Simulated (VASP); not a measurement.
A run of VASP 6.6.1 is set up as follows.

File INCAR:

```
PREC = Accurate
ENCUT = 520
EDIFF = 1E-6
ISMEAR = -1
SIGMA = 0.08
LREAL = False
LASPH = True
NELM = 80
ALGO = Normal
ISIF = 2
LWAVE = False
LCHARG = True
GGA = CA
LELF = True
LVHAR = True
NBANDS = 23
```

Contents of KPOINTS:

```
Automatic mesh
0
Gamma
  9 9 9
```

POSCAR

```
LiZn
1.0
    0.0000000000      3.0689543053      3.0689543053
    3.0689543053      0.0000000000      3.0689543053
    3.0689543053      3.0689543053      0.0000000000
Li Zn
2 2
Direct
    0.5000000000      0.5000000000      0.5000000000
    0.7500000000      0.7500000000      0.7500000000
    0.0000000000      0.0000000000      0.0000000000
    0.2500000000      0.2500000000      0.2500000000
```

Potentials or basis: VASP PAW LDA potentials, release 64 (Li_sv, Zn).

Command:

```console
$ cat potpaw_LDA.64/Li_sv/POTCAR potpaw_LDA.64/Zn/POTCAR > POTCAR
$ mpirun -np 1 vasp_std > vasp.out
```

(1) Estimate the band gap on the k mesh.

Results:

(1) zero (bands 15 and 16 overlap by 4.60 eV).
